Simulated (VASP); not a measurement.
# Si (Fd-3m) in VASP: notebook

The runs below take Si through single point, with PBE.

Everything below comes from runs of VASP 6.6.1. Logs are shortened: lines on timing, memory, paths and dates and some standing lists are left out, and cuts for length are marked.

### 1 The cell of the first run

It takes space group Fd-3m (No. 227, cubic). Conventional cell: a = 5.427 Å, b = 5.427 Å, c = 5.427 Å, α = 90.00°, β = 90.00°, γ = 90.00°. Si (site symmetry -43m) has 4 Si at 2.35 Å within 3.1 Å.

### 2 Single point, PBE

File INCAR:

```
ALGO = Normal ; EDIFF = 1E-6
ENCUT = 500 ; GGA = PE
GGA_COMPAT = False ; ISIF = 2
ISMEAR = 0 ; LASPH = True
LCHARG = False ; LREAL = False
LWAVE = False ; NBANDS = 46
NELM = 120 ; PREC = Accurate
SIGMA = 0.01
```

File KPOINTS:

```
k-points
0
Gamma
  4 4 4
```

File POSCAR:

```
Si
1.0
    0.0000000000      5.4271200000      5.4271200000
    5.4271200000      0.0000000000      5.4271200000
    5.4271200000      5.4271200000      0.0000000000
Si
16
Direct
    0.3750000000      0.3750000000      0.3750000000
    0.2500000000      0.2500000000      0.2500000000
    0.3750000000      0.3750000000      0.8750000000
    0.2500000000      0.2500000000      0.7500000000
    0.3750000000      0.8750000000      0.3750000000
    0.2500000000      0.7500000000      0.2500000000
    0.3750000000      0.8750000000      0.8750000000
    0.2500000000      0.7500000000      0.7500000000
    0.8750000000      0.3750000000      0.3750000000
    0.7500000000      0.2500000000      0.2500000000
    0.8750000000      0.3750000000      0.8750000000
    0.7500000000      0.2500000000      0.7500000000
    0.8750000000      0.8750000000      0.3750000000
    0.7500000000      0.7500000000      0.2500000000
    0.8750000000      0.8750000000      0.8750000000
    0.7500000000      0.7500000000      0.7500000000
```

Potentials or basis: VASP PAW PBE potentials, release 64 (Si).

Run with:

```console
$ cat potpaw_PBE.64/Si/POTCAR > POTCAR
$ mpirun -np 1 vasp_std > vasp.out
```

OUTCAR:

```text
EDIFF = 1E-6
   ENCUT = 500
   GGA = PE
   ISIF = 2
   ISMEAR = 0
   LASPH = True
   LREAL = False
   NELM = 120
   PREC = Accurate

 ion  position               nearest neighbor table
   1  0.375  0.375  0.375-   2 2.35   4 2.35   6 2.35  10 2.35
   2  0.250  0.250  0.250-   1 2.35   3 2.35   5 2.35   9 2.35
   3  0.375  0.375  0.875-   2 2.35   4 2.35   8 2.35  12 2.35
   4  0.250  0.250  0.750-   1 2.35   3 2.35   7 2.35  11 2.35
   5  0.375  0.875  0.375-   2 2.35   6 2.35   8 2.35  14 2.35
   6  0.250  0.750  0.250-   1 2.35   5 2.35   7 2.35  13 2.35
[... 8 lines left out ...]
  15  0.875  0.875  0.875-   8 2.35  12 2.35  14 2.35  16 2.35
  16  0.750  0.750  0.750-   7 2.35  11 2.35  13 2.35  15 2.35

  LATTYP: Found a face centered cubic cell.
 ALAT       =    10.8542400000

  Lattice vectors:

 A1 = (   0.0000000000,   5.4271200000,   5.4271200000)
 A2 = (   5.4271200000,   0.0000000000,   5.4271200000)
 A3 = (   5.4271200000,   5.4271200000,   0.0000000000)

Analysis of symmetry for initial positions (statically):
=====================================================================
 Subroutine PRICEL returns following result:

  LATTYP: Found a face centered cubic cell.
 ALAT       =     5.4271200000

  Lattice vectors:

 A1 = (   0.0000000000,   2.7135600000,   2.7135600000)
 A2 = (   2.7135600000,   0.0000000000,   2.7135600000)
 A3 = (   2.7135600000,   2.7135600000,   0.0000000000)

   8 primitive cells build up your supercell.

 Routine SETGRP: Setting up the symmetry group for a
 face centered cubic supercell.

 Subroutine GETGRP returns: Found 48 space group operations
 (whereof 24 operations were pure point group operations)
 out of a pool of 48 trial point group operations.

The static configuration has the point symmetry T_d .
 The point group associated with its full space group is O_h .

Analysis of symmetry for dynamics (positions and initial velocities):
=====================================================================
 Subroutine PRICEL returns following result:

  LATTYP: Found a face centered cubic cell.
 ALAT       =     5.4271200000

  Lattice vectors:

 A1 = (   0.0000000000,   2.7135600000,   2.7135600000)
 A2 = (   2.7135600000,   0.0000000000,   2.7135600000)
 A3 = (   2.7135600000,   2.7135600000,   0.0000000000)

   8 primitive cells build up your supercell.

 Routine SETGRP: Setting up the symmetry group for a
 face centered cubic supercell.

 Subroutine GETGRP returns: Found 48 space group operations
 (whereof 24 operations were pure point group operations)
 out of a pool of 48 trial point group operations.

The dynamic configuration has the point symmetry T_d .
 The point group associated with its full space group is O_h .

 Subroutine INISYM returns: Found 48 space group operations
 (whereof 24 operations are pure point group operations),
 and found     8 'primitive' translations

----------------------------------------------------------------------------------------

                                     Primitive cell

  volume of cell :      39.9621

  direct lattice vectors                    reciprocal lattice vectors
     0.000000000  2.713560000  2.713560000    -0.184259792  0.184259792  0.184259792
     2.713560000  0.000000000  2.713560000     0.184259792 -0.184259792  0.184259792
     2.713560000  2.713560000  0.000000000     0.184259792  0.184259792 -0.184259792

  length of vectors
     3.837553354  3.837553354  3.837553354     0.319147321  0.319147321  0.319147321

  position of ions in fractional coordinates (direct lattice)
     0.750000000  0.750000000  0.750000000
     0.500000000  0.500000000  0.500000000

  ion indices of the primitive-cell ions
   primitive index   ion index
                 1           1
                 2           2

----------------------------------------------------------------------------------------

 KPOINTS: k-points

Automatic generation of k-mesh.
 Grid dimensions read from file:
 generate k-points for:    4    4    4

 Generating k-lattice:

  Cartesian coordinates                     Fractional coordinates (reciprocal lattice)
    -0.023032474  0.023032474  0.023032474     0.250000000  0.000000000  0.000000000
     0.023032474 -0.023032474  0.023032474     0.000000000  0.250000000  0.000000000
     0.023032474  0.023032474 -0.023032474     0.000000000  0.000000000  0.250000000

  Length of vectors
     0.039893415  0.039893415  0.039893415

  Shift w.r.t. Gamma in fractional coordinates (k-lattice)
     0.000000000  0.000000000  0.000000000

 Subroutine IBZKPT returns following result:
 ===========================================

 Found      8 irreducible k-points:

 Following reciprocal coordinates:
            Coordinates               Weight
  0.000000  0.000000  0.000000      1.000000
  0.250000  0.000000  0.000000      8.000000
  0.500000  0.000000  0.000000      4.000000
  0.250000  0.250000  0.000000      6.000000
  0.500000  0.250000  0.000000     24.000000
 -0.250000  0.250000  0.000000     12.000000
  0.500000  0.500000  0.000000      3.000000
 -0.250000  0.500000  0.250000      6.000000
   k-points           NKPTS =      8   k-points in BZ     NKDIM =      8   number of bands    NBANDS=     46
   number of dos      NEDOS =    301   number of ions     NIONS =     16
   total plane-waves  NPLWV = 175616
   dimension x,y,z NGX =    56 NGY =   56 NGZ =   56
   dimension x,y,z NGXF=   112 NGYF=  112 NGZF=  112
   ions per type =              16
   NGX,Y,Z   is equivalent  to a cutoff of  12.13, 12.13, 12.13 a.u.
   NGXF,Y,Z  is equivalent  to a cutoff of  24.26, 24.26, 24.26 a.u.
 SYSTEM =  unknown system
   PREC   = accura    normal or accurate (medium, high low for compatibility)
   ISTART =      0    job   : 0-new  1-cont  2-samecut
   ICHARG =      2    charge: 1-file 2-atom 10-const
   ISPIN  =      1    spin polarized calculation?
   LNONCOLLINEAR =      F non collinear calculations
   LSORBIT =      F    spin-orbit coupling
   LASPH  =      T    aspherical Exc in radial PAW
   ENCUT  =  500.0 eV  36.75 Ry    6.06 a.u.  13.99 13.99 13.99*2*pi/ulx,y,z
   NELM   =    120;   NELMIN=  2; NELMDL= -5     # of ELM steps
   EDIFF  = 0.1E-05   stopping-criterion for ELM
   LREAL  =      F    real-space projection
   EDIFFG = 0.1E-04   stopping-criterion for IOM
   NSW    =      0    number of steps for IOM
   IBRION =     -1    ionic relax: 0-MD 1-quasi-New 2-CG
   NFREE  =      0    steps in history (QN), initial steepest desc. (CG)
   ISIF   =      2    stress and relaxation
   ISYM   =      2    0-nonsym 1-usesym 2-fastsym
   POTIM  = 0.5000    time-step for ionic-motion
   TEBEG  =    0.0;   TEEND  =   0.0 temperature during run
   PSTRESS=    0.0 pullay stress
   NELECT =      64.0000    total number of electrons
   NUPDOWN=      -1.0000    fix difference up-down
   EMIN   =  10.00;   EMAX   =-10.00  energy-range for DOS
   EFERMI =   0.00;   METHOD = LEGACY
   ISMEAR =     0;   SIGMA  =   0.01  broadening in eV -4-tet -1-fermi 0-gaus
   EFERMI_NEDOS =   21; number of points for ismear=-14 and -15
   IALGO  =     38    algorithm
   IMIX   =      4    mixing-type and parameters
     AMIX     =   0.40;   BMIX     =  1.00
     AMIX_MAG =   1.60;   BMIX_MAG =  1.00
  volume/ion in A,a.u.               =      19.98       134.84
  Fermi-wavevector in a.u.,A,eV,Ry     =   0.957684  1.809760 12.478691  0.917158
  Thomas-Fermi vector in A             =   2.086724
   LORBIT       =      0    0 simple, 1 ext, 2 COOP (PROOUT), +10 PAW based schemes
   GGA     = PE    functional components
   LHFCALC =     F    Hartree Fock is set to
   AEXX    =    0.0000 exact exchange contribution
   IVDW    =     0    specifies the selected vdW correction
   LEPSILON=     F    determine dielectric tensor
   LRPA    =     F    only Hartree local field effects (RPA)
 non-spin polarized calculation
 Gauss-broadening in eV      SIGMA  =   0.01
  energy-cutoff  :      500.00
  volume of cell :      319.70
 maximum number of plane-waves:      8144
   NGX = 27   NGY = 27   NGZ = 27

 number of electron      64.0000006 magnetization

 Free energy of the ion-electron system (eV)
  ---------------------------------------------------
  ext. energy  EPLUGINS =         0.00000000
  ---------------------------------------------------
  free energy    TOTEN  =       -86.71977056 eV

  energy without entropy =      -86.71977056  energy(sigma->0) =      -86.71977056

 E-fermi :   5.9034     XC(G=0):  -9.4159

 val. band max:        5.8474386669   @ k =   0.0000   0.0000   0.0000
 cond. band min:       6.4601515768   @ k =   0.2500   0.2500   0.0000
 fundamental gap:      0.6127129099
 Fermi energy:         5.9033691202

 k-point     1 :       0.0000    0.0000    0.0000
  band No.  band energies     occupation
      1      -6.1239      2.00000
      2      -3.7875      2.00000
      3      -3.7875      2.00000
      4      -3.7875      2.00000
      5      -3.7875      2.00000
      6      -1.9722      2.00000
[... 36 lines left out ...]
     43       8.4133      0.00000
     44       8.4133      0.00000

 k-point     2 :       0.2500    0.0000    0.0000
  band No.  band energies     occupation
      1      -5.9194      2.00000
      2      -4.4271      2.00000
      3      -3.7009      2.00000
      4      -3.7009      2.00000
      5      -3.7009      2.00000
      6      -2.8261      2.00000
[... 36 lines left out ...]
     43       8.3579      0.00000
     44       8.8382      0.00000

 k-point     3 :       0.5000    0.0000    0.0000
  band No.  band energies     occupation
      1      -5.3227      2.00000
      2      -5.3227      2.00000
      3      -3.4006      2.00000
      4      -3.4006      2.00000
      5      -3.4006      2.00000
      6      -3.4006      2.00000
[... 36 lines left out ...]
     43       9.3558      0.00000
     44       9.3558      0.00000

 k-point     4 :       0.2500    0.2500    0.0000
  band No.  band energies     occupation
      1      -5.8505      2.00000
      2      -3.9461      2.00000
      3      -3.9461      2.00000
      4      -3.9461      2.00000
      5      -3.9461      2.00000
      6      -3.7251      2.00000
[... 36 lines left out ...]
     43       8.2146      0.00000
     44       9.4727      0.00000

 k-point     5 :       0.5000    0.2500    0.0000
  band No.  band energies     occupation
      1      -5.3809      2.00000
      2      -4.8713      2.00000
      3      -4.3287      2.00000
      4      -3.9020      2.00000
      5      -3.9020      2.00000
      6      -3.1957      2.00000
[... 36 lines left out ...]
     43       9.4047      0.00000
     44       9.5274      0.00000

 k-point     6 :      -0.2500    0.2500    0.0000
  band No.  band energies     occupation
      1      -5.5825      2.00000
      2      -4.5644      2.00000
      3      -4.5644      2.00000
      4      -3.5260      2.00000
      5      -3.5260      2.00000
      6      -3.2479      2.00000
[... 36 lines left out ...]
     43       8.9748      0.00000
     44       8.9779      0.00000

 k-point     7 :       0.5000    0.5000    0.0000
  band No.  band energies     occupation
      1      -5.0400      2.00000
      2      -5.0400      2.00000
      3      -4.0762      2.00000
      4      -4.0762      2.00000
      5      -4.0762      2.00000
      6      -4.0762      2.00000
[... 36 lines left out ...]
     43      10.1151      0.00000
     44      10.1151      0.00000

 k-point     8 :      -0.2500    0.5000    0.2500
  band No.  band energies     occupation
      1      -4.7921      2.00000
      2      -4.7921      2.00000
      3      -4.7921      2.00000
      4      -4.7921      2.00000
      5      -3.0005      2.00000
      6      -3.0005      2.00000
[... 36 lines left out ...]
     43       9.7597      0.00000
     44       9.7598      0.00000
 [bands above 44 left out]

------------------------ aborting loop because EDIFF is reached ----------------------------------------

  FORCE on cell =-STRESS in cart. coord.  units (eV):
  Direction    XX          YY          ZZ          XY          YZ          ZX
  --------------------------------------------------------------------------------------
  -------------------------------------------------------------------------------------
  Total        4.2710832      4.2710832      4.2710832      0.0000000      0.0000000     -0.0000000
  in kB       21.4047591     21.4047591     21.4047591      0.0000000      0.0000000     -0.0000000
  external PRESSURE =      21.4047591 kB  Pullay stress =       0.0000000 kB

 VOLUME and BASIS-vectors are now :
 -----------------------------------------------------------------------------
  energy-cutoff  :      500.00
  volume of cell :      319.70
      direct lattice vectors                 reciprocal lattice vectors
     0.000000000  5.427120000  5.427120000    -0.092129896  0.092129896  0.092129896
     5.427120000  0.000000000  5.427120000     0.092129896 -0.092129896  0.092129896
     5.427120000  5.427120000  0.000000000     0.092129896  0.092129896 -0.092129896

 POSITION                                       TOTAL-FORCE (eV/Angst)
 -----------------------------------------------------------------------------------
      4.07034      4.07034      4.07034        -0.000000      0.000000      0.000000
      2.71356      2.71356      2.71356         0.000000      0.000000      0.000000
      6.78390      6.78390      4.07034        -0.000000      0.000000     -0.000000
      5.42712      5.42712      2.71356         0.000000     -0.000000     -0.000000
      6.78390      4.07034      6.78390         0.000000      0.000000      0.000000
      5.42712      2.71356      5.42712         0.000000     -0.000000      0.000000
[... 8 lines left out ...]
      9.49746      9.49746      9.49746        -0.000000     -0.000000     -0.000000
      8.14068      8.14068      8.14068         0.000000     -0.000000     -0.000000
 -----------------------------------------------------------------------------------
    total drift:                               -0.000000     -0.000000      0.000000

  FREE ENERGIE OF THE ION-ELECTRON SYSTEM (eV)
  ---------------------------------------------------
  free  energy   TOTEN  =       -86.7197705556 eV

  energy  without entropy=      -86.7197705556  energy(sigma->0) =      -86.71977056
```

Wall time 66 s (1 thread of Intel Xeon 6975P-C (Granite Rapids), shared host); peak memory 0.44 GiB.

What came out:

```
Free energy            : -86.7198 eV
Pressure               : 2.1 GPa
Band gap on the k mesh : 0.61 eV
```

A k mesh can miss the band edges.

(Continued in part 2 of 2.)
